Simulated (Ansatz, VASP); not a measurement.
# Si: VASP beside Ansatz

File INCAR:

```
SYSTEM = Si
PREC = Accurate ; ENCUT = 520
EDIFF = 1E-6 ; ISMEAR = -1
SIGMA = 0.1 ; LREAL = .False.
LASPH = .True. ; NELM = 80
ALGO = Normal ; ISIF = 2
LWAVE = .False. ; LCHARG = .False.
GGA = RP ; NBANDS = 16
```

Contents of KPOINTS:

```
regular mesh
0
Gamma
  15 15 4
  0 0 0
```

POSCAR

```
Si
1.0
    2.8014065491      0.0000000000      0.0000000000
   -1.4007032745      2.4260892378      0.0000000000
    0.0000000000      0.0000000000      9.2925225742
Si
4
Direct
    0.0000000000      0.0000000000      0.0000000000
    0.0000000000      0.0000000000      0.5000000000
    0.3333333333      0.6666666667      0.2500000000
    0.6666666667      0.3333333333      0.7500000000
```

Input for Ansatz:

```yaml
crystal:
  lattice:
    - [2.8014065491, 0.0, 0.0]
    - [-1.4007032745, 2.4260892378, 0.0]
    - [0.0, 0.0, 9.2925225742]
  atoms:
    - { symbol: Si, position: [0.0, 0.0, 0.0] }
    - { symbol: Si, position: [0.0, 0.0, 0.5] }
    - { symbol: Si, position: [0.3333333333, 0.6666666667, 0.25] }
    - { symbol: Si, position: [0.6666666667, 0.3333333333, 0.75] }
hamiltonian:
  xc: rpbe
  pseudopotentials:
    kind: paw
    azcp:
      Si: "pseudopotentials/Si.paw.azcp"
basis:
  ecutwfc: 420
  fft_grid_basis: typed
kpoints:
  mp_grid: { grid: [15, 15, 4], shift: [0, 0, 0] }
magnetization:
  spin_polarized: false
scf:
  occupations: { method: fermi_dirac, width: 0.1 }
  lower_state_search: "off"
output:
  stress: true
```

Alike in both runs: task single point; functional RPBE; k mesh 15 × 15 × 4; occupations fermi-dirac, width 0.1 eV; no spin polarisation.

```csv
,VASP,Ansatz
version,VASP 6.6.1,Ansatz 0.2.0
potentials or method,"VASP PAW PBE potentials, release 64 (Si), cutoff 520 eV","plane waves (420 eV) with PAW, scalar-relativistic"
valence electrons in the cell,16,16
```

```tsv
	VASP	Ansatz	Ansatz less VASP
pressure (GPa)	-5.8	-5.4	+0.33
traceless stress, the component that is largest in VASP (GPa)	1.11	1.10	-0.014
```

VASP's potentials were made for PBE, not for RPBE.
